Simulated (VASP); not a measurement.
# KI (Immm) in VASP: single point with HSE06

Aim: the single point of KI with HSE06.

Everything below comes from runs of VASP 6.6.1. Logs are shortened: lines on timing, memory, paths and dates and some standing lists are left out, and cuts for length are marked.

## 1. The cell of the first run

It takes space group Immm (No. 71, orthorhombic). The conventional cell has a = 4.879 Å, b = 5.145 Å, c = 7.089 Å, α = 90.00°, β = 90.00°, γ = 90.00°. Within 4.7 Å of K (site symmetry mmm) lie 6 I at 3.54 to 3.55 Å. Within 4.7 Å of I (site symmetry mmm) lie 6 K at 3.54 to 3.55 Å.

## 2. Single point, HSE06 (shear xy strain +5.3%)

Contents of POSCAR:

```
KI
1.0
    0.0941007492      3.5442843396      3.5442843396
    3.5442843396      0.0941007492      3.5442843396
    3.6383850888      3.6383850888      0.0000000000
K I
1 1
Direct
    0.0000000000      0.0000000000      0.0000000000
    0.5000000000      0.5000000000      0.5000000000
```

Contents of INCAR.step1:

```
SYSTEM = KI
PREC = Accurate
ENCUT = 520
EDIFF = 1E-5
ISMEAR = 0
SIGMA = 0.01
LREAL = .FALSE.
LASPH = .TRUE.
NELM = 60
ALGO = Normal
ISIF = 2
LWAVE = .TRUE.
GGA = PE
NBANDS = 15
```

Contents of INCAR.step2:

```
SYSTEM = KI
PREC = Accurate
ENCUT = 520
EDIFF = 1E-6
ISMEAR = 0
SIGMA = 0.01
LREAL = .FALSE.
LASPH = .TRUE.
NELM = 60
ALGO = Normal
ISIF = 2
LWAVE = .FALSE.
LCHARG = .TRUE.
GGA = PE
LHFCALC = .TRUE.
HFSCREEN = 0.2079
PRECFOCK = Normal
LELF = .TRUE.
LVHAR = .TRUE.
ISTART = 1
NBANDS = 15
```

Contents of KPOINTS:

```
regular mesh
0
G
  4 4 4
  0 0 0
```

Potentials or basis: VASP PAW PBE potentials, release 64 (K_sv, I).

Run with:

```
cat potpaw_PBE.64/K_sv/POTCAR potpaw_PBE.64/I/POTCAR > POTCAR
cp INCAR.step1 INCAR
mpirun -np 1 vasp_std > vasp.out
cp INCAR.step2 INCAR
mpirun -np 1 vasp_std > vasp.out
```

OUTCAR:

```text
SYSTEM = KI
   PREC = Accurate
   ENCUT = 520
   EDIFF = 1E-6
   ISMEAR = 0
   LREAL = .FALSE.
   LASPH = .TRUE.
   NELM = 60
   ISIF = 2
   GGA = PE
   LHFCALC = .TRUE.
   HFSCREEN = 0.2079
   PRECFOCK = Normal
   ISTART = 1

 ion  position               nearest neighbor table
   1  0.000  0.000  0.000-   2 3.54   2 3.54   2 3.55   2 3.55   2 3.55   2 3.55
   2  0.500  0.500  0.500-   1 3.54   1 3.54   1 3.55   1 3.55   1 3.55   1 3.55

  LATTYP: Found a body centered orthorhombic cell.
 ALAT       =     4.8792964262
 B/A-ratio  =     1.0545482562
 C/A-ratio  =     1.4527850042

  Lattice vectors:

 A1 = (   3.5442843396,   0.0941007492,  -3.5442843396)
 A2 = (  -3.5442843396,  -0.0941007492,  -3.5442843396)
 A3 = (   0.0941007492,   3.5442843396,   3.5442843396)

Analysis of symmetry for initial positions (statically):
=====================================================================
 Subroutine PRICEL returns:
 Original cell was already a primitive cell.

 Routine SETGRP: Setting up the symmetry group for a
 body centered orthorhombic supercell.

 Subroutine GETGRP returns: Found  8 space group operations
 (whereof  8 operations were pure point group operations)
 out of a pool of  8 trial point group operations.

The static configuration has the point symmetry D_2h.

Analysis of symmetry for dynamics (positions and initial velocities):
=====================================================================
 Subroutine PRICEL returns:
 Original cell was already a primitive cell.

 Routine SETGRP: Setting up the symmetry group for a
 body centered orthorhombic supercell.

 Subroutine GETGRP returns: Found  8 space group operations
 (whereof  8 operations were pure point group operations)
 out of a pool of  8 trial point group operations.

The dynamic configuration has the point symmetry D_2h.

 Subroutine INISYM returns: Found  8 space group operations
 (whereof  8 operations are pure point group operations),
 and found     1 'primitive' translations

----------------------------------------------------------------------------------------

                                     Primitive cell

  volume of cell :      88.9835

  direct lattice vectors                    reciprocal lattice vectors
     0.094100749  3.544284340  3.544284340    -0.144919824  0.144919824  0.141072203
     3.544284340  0.094100749  3.544284340     0.144919824 -0.144919824  0.141072203
     3.638385089  3.638385089  0.000000000     0.137423606  0.137423606 -0.141072203

  length of vectors
     5.013258213  5.013258213  5.145453538     0.248806908  0.248806908  0.240149665

  position of ions in fractional coordinates (direct lattice)
     0.000000000  0.000000000  0.000000000
     0.500000000  0.500000000  0.500000000

  ion indices of the primitive-cell ions
   primitive index   ion index
                 1           1
                 2           2

----------------------------------------------------------------------------------------

 KPOINTS: regular mesh

Automatic generation of k-mesh.
 Grid dimensions read from file:
 generate k-points for:    4    4    4

 Generating k-lattice:

  Cartesian coordinates                     Fractional coordinates (reciprocal lattice)
    -0.036229956  0.036229956  0.035268051     0.250000000  0.000000000  0.000000000
     0.036229956 -0.036229956  0.035268051     0.000000000  0.250000000  0.000000000
     0.034355902  0.034355902 -0.035268051     0.000000000  0.000000000  0.250000000

  Length of vectors
     0.062201727  0.062201727  0.060037416

  Shift w.r.t. Gamma in fractional coordinates (k-lattice)
     0.000000000  0.000000000  0.000000000

 Subroutine IBZKPT returns following result:
 ===========================================

 Found     18 irreducible k-points:

 Following reciprocal coordinates:
            Coordinates               Weight
  0.000000  0.000000  0.000000      1.000000
  0.250000 -0.000000  0.000000      4.000000
  0.500000 -0.000000  0.000000      2.000000
  0.250000  0.250000  0.000000      2.000000
  0.500000  0.250000  0.000000      4.000000
 -0.250000  0.250000  0.000000      2.000000
[... 10 lines left out ...]
  0.250000  0.250000  0.500000      2.000000
 -0.250000  0.250000  0.500000      2.000000
   k-points           NKPTS =     18   k-points in BZ     NKDIM =     64   number of bands    NBANDS=     15
   number of dos      NEDOS =    301   number of ions     NIONS =      2
   total plane-waves  NPLWV =  64000
   dimension x,y,z NGX =    40 NGY =   40 NGZ =   40
   dimension x,y,z NGXF=    80 NGYF=   80 NGZF=   80
   ions per type =               1   1
   NGX,Y,Z   is equivalent  to a cutoff of  13.26, 13.26, 12.92 a.u.
   NGXF,Y,Z  is equivalent  to a cutoff of  26.53, 26.53, 25.85 a.u.
 SYSTEM =  KI
   PREC   = accura    normal or accurate (medium, high low for compatibility)
   ISTART =      1    job   : 0-new  1-cont  2-samecut
   ICHARG =      0    charge: 1-file 2-atom 10-const
   ISPIN  =      1    spin polarized calculation?
   LNONCOLLINEAR =      F non collinear calculations
   LSORBIT =      F    spin-orbit coupling
   LASPH  =      T    aspherical Exc in radial PAW
   ENCUT  =  520.0 eV  38.22 Ry    6.18 a.u.   9.32  9.32  9.57*2*pi/ulx,y,z
   NELM   =     60;   NELMIN=  2; NELMDL=  0     # of ELM steps
   EDIFF  = 0.1E-05   stopping-criterion for ELM
   LREAL  =      F    real-space projection
   EDIFFG = 0.1E-04   stopping-criterion for IOM
   NSW    =      0    number of steps for IOM
   IBRION =     -1    ionic relax: 0-MD 1-quasi-New 2-CG
   NFREE  =      0    steps in history (QN), initial steepest desc. (CG)
   ISIF   =      2    stress and relaxation
   ISYM   =      3    0-nonsym 1-usesym 2-fastsym
   POTIM  = 0.5000    time-step for ionic-motion
   TEBEG  =    0.0;   TEEND  =   0.0 temperature during run
   PSTRESS=    0.0 pullay stress
   NELECT =      16.0000    total number of electrons
   NUPDOWN=      -1.0000    fix difference up-down
   EMIN   =  10.00;   EMAX   =-10.00  energy-range for DOS
   EFERMI =   0.00;   METHOD = LEGACY
   ISMEAR =     0;   SIGMA  =   0.01  broadening in eV -4-tet -1-fermi 0-gaus
   EFERMI_NEDOS =   21; number of points for ismear=-14 and -15
   IALGO  =     38    algorithm
   IMIX   =      1    mixing-type and parameters
     AMIX     =   0.40;   BMIX     =  1.00
     AMIX_MAG =   1.60;   BMIX_MAG =  1.00
  volume/ion in A,a.u.               =      44.49       300.25
  Fermi-wavevector in a.u.,A,eV,Ry     =   0.924014  1.746132 11.616669  0.853801
  Thomas-Fermi vector in A             =   2.049713
   LORBIT       =      0    0 simple, 1 ext, 2 COOP (PROOUT), +10 PAW based schemes
   GGA     = PE    functional components
   LHFCALC =     T    Hartree Fock is set to
   PRECFOCK=normal    Normal, Fast or Accurate (Low or Medium for compatibility)
   ENCUT4O =  -1.0   cutoff for four orbital integrals eV
   NKREDX  =     1    reduce k-point grid by
   NKREDY  =     1    reduce k-point grid by
   NKREDZ  =     1    reduce k-point grid by
   AEXX    =    0.2500 exact exchange contribution
   HFSCREEN=    0.2079 screening length (either q_TF or 0.3 A-1)
   HFSCREENC=   0.2079 screening length for correlation (either q_TF or 0.3 A-1)
   ENCUTFOCK=  -1.0 apply spherical cutoff to Coloumb kernel
   IVDW    =     0    specifies the selected vdW correction
   LEPSILON=     F    determine dielectric tensor
   LRPA    =     F    only Hartree local field effects (RPA)
 non-spin polarized calculation
 Gauss-broadening in eV      SIGMA  =   0.01
  energy-cutoff  :      520.00
  volume of cell :       88.98
 maximum number of plane-waves:      2417
 NGX is ok and might be reduce to    40
  NGX = 28; NGY = 28; NGZ = 30

 number of electron      16.0000001 magnetization

 Free energy of the ion-electron system (eV)
  ---------------------------------------------------
  ext. energy  EPLUGINS =         0.00000000
  ---------------------------------------------------
  free energy    TOTEN  =        -6.39915622 eV

  energy without entropy =       -6.39915622  energy(sigma->0) =       -6.39915622

 E-fermi :  -1.0633     XC(G=0):  -6.0152

 val. band max:       -1.1109339068   @ k =   0.0000   0.0000   0.0000
 cond. band min:       3.7351346027   @ k =   0.0000   0.0000   0.0000
 fundamental gap:      4.8460685095
 Fermi energy:        -1.0633167360

 k-point     1 :       0.0000    0.0000    0.0000
  band No.  band energies     occupation
      1     -32.0392      2.00000
      2     -14.1736      2.00000
      3     -14.1708      2.00000
      4     -14.1680      2.00000
      5     -12.5641      2.00000
      6      -1.2533      2.00000
      7      -1.1907      2.00000
      8      -1.1109      2.00000
      9       3.7351      0.00000
     10       6.2515      0.00000
     11       6.4673      0.00000
     12       6.6734      0.00000
     13       7.2868      0.00000
     14       7.3052      0.00000
     15       9.6069      0.00000

 k-point     2 :       0.2500   -0.0000    0.0000
  band No.  band energies     occupation
      1     -32.0381      2.00000
      2     -14.2533      2.00000
      3     -14.1733      2.00000
      4     -14.1681      2.00000
      5     -12.4066      2.00000
      6      -1.9359      2.00000
      7      -1.4374      2.00000
      8      -1.3589      2.00000
      9       4.8413      0.00000
     10       6.5413      0.00000
     11       6.9120      0.00000
     12       7.1764      0.00000
     13       7.9422      0.00000
     14       8.0457      0.00000
     15      10.4899      0.00000
[... 257 lines left out ...]
      3     -14.1913      2.00000
      4     -14.1756      2.00000
      5     -12.3244      2.00000
      6      -2.2310      2.00000
      7      -1.7295      2.00000
      8      -1.4227      2.00000
      9       5.9528      0.00000
     10       6.4626      0.00000
     11       7.1493      0.00000
     12       7.8969      0.00000
     13       8.4897      0.00000
     14       9.0930      0.00000
     15       9.9186      0.00000

 k-point    18 :      -0.2500    0.2500    0.5000
  band No.  band energies     occupation
      1     -32.0364      2.00000
      2     -14.2220      2.00000
      3     -14.2120      2.00000
      4     -14.1939      2.00000
      5     -12.3370      2.00000
      6      -1.9921      2.00000
      7      -1.9146      2.00000
      8      -1.8002      2.00000
      9       6.3104      0.00000
     10       6.3746      0.00000
     11       6.5310      0.00000
     12       8.1843      0.00000
     13       8.9032      0.00000
     14      10.0321      0.00000
     15      10.3795      0.00000

------------------------ aborting loop because EDIFF is reached ----------------------------------------

  FORCE on cell =-STRESS in cart. coord.  units (eV):
  Direction    XX          YY          ZZ          XY          YZ          ZX
  --------------------------------------------------------------------------------------
  -------------------------------------------------------------------------------------
  Total        0.1606428      0.1606428      0.1520333     -0.1143522      0.0000000      0.0000000
  in kB        2.8924277      2.8924277      2.7374095     -2.0589491      0.0000000      0.0000000
  external PRESSURE =       2.8407550 kB  Pullay stress =       0.0000000 kB

 VOLUME and BASIS-vectors are now :
 -----------------------------------------------------------------------------
  energy-cutoff  :      520.00
  volume of cell :       88.98
      direct lattice vectors                 reciprocal lattice vectors
     0.094100749  3.544284340  3.544284340    -0.144919824  0.144919824  0.141072203
     3.544284340  0.094100749  3.544284340     0.144919824 -0.144919824  0.141072203
     3.638385089  3.638385089  0.000000000     0.137423606  0.137423606 -0.141072203

 POSITION                                       TOTAL-FORCE (eV/Angst)
 -----------------------------------------------------------------------------------
      0.00000      0.00000      0.00000        -0.000000      0.000000      0.000000
      3.63839      3.63839      3.54428         0.000000     -0.000000      0.000000
 -----------------------------------------------------------------------------------
    total drift:                                0.000000     -0.000000     -0.000000

  FREE ENERGIE OF THE ION-ELECTRON SYSTEM (eV)
  ---------------------------------------------------
  free  energy   TOTEN  =        -6.3991562163 eV

  energy  without entropy=       -6.3991562163  energy(sigma->0) =       -6.39915622
```

It took 35 min on 1 thread of AMD EPYC 7R43 (Zen 3), shared host; peak memory 0.32 GiB.

Results:

| Quantity | Value |
| --- | --- |
| Free energy | -6.3992 eV |
| Pressure | 0.3 GPa |
| Band gap on the k mesh | 4.85 eV, direct |

Stress tensor (GPa, compression positive):
```
 0.29 -0.21  0.00
-0.21  0.29  0.00
 0.00  0.00  0.27
```

Levels at points of the mesh, in eV from the valence-band top:
| k point | band 4 | band 5 | band 6 | band 7 | band 8 | band 9 | band 10 | band 11 | band 12 | band 13 |
| --- | --- | --- | --- | --- | --- | --- | --- | --- | --- | --- |
| (0.00, 0.00, 0.00) | -13.06 | -11.45 | -0.14 | -0.08 | 0.00 | 4.85 | 7.36 | 7.58 | 7.78 | 8.40 |
| (0.50, 0.00, 0.00) | -13.06 | -11.15 | -1.44 | -0.50 | -0.43 | 6.38 | 8.85 | 8.94 | 9.19 | 9.95 |
| (0.50, 0.50, 0.00) | -13.08 | -11.29 | -1.13 | -0.56 | -0.36 | 5.86 | 6.75 | 9.40 | 9.78 | 10.05 |
| (0.00, 0.00, 0.50) | -13.06 | -11.16 | -1.45 | -0.41 | -0.32 | 6.43 | 8.69 | 9.10 | 9.36 | 9.87 |
| (0.50, 0.00, 0.50) | -13.08 | -11.29 | -1.13 | -0.47 | -0.46 | 5.88 | 6.73 | 9.36 | 9.76 | 10.01 |

Caveat: the cell differs from its parent crystal (shear xy strain +5.3%); the PAW data sets were made with another functional, which shifts forces and pressure a little; spin-orbit coupling is left out, which moves the levels of the heavy elements.
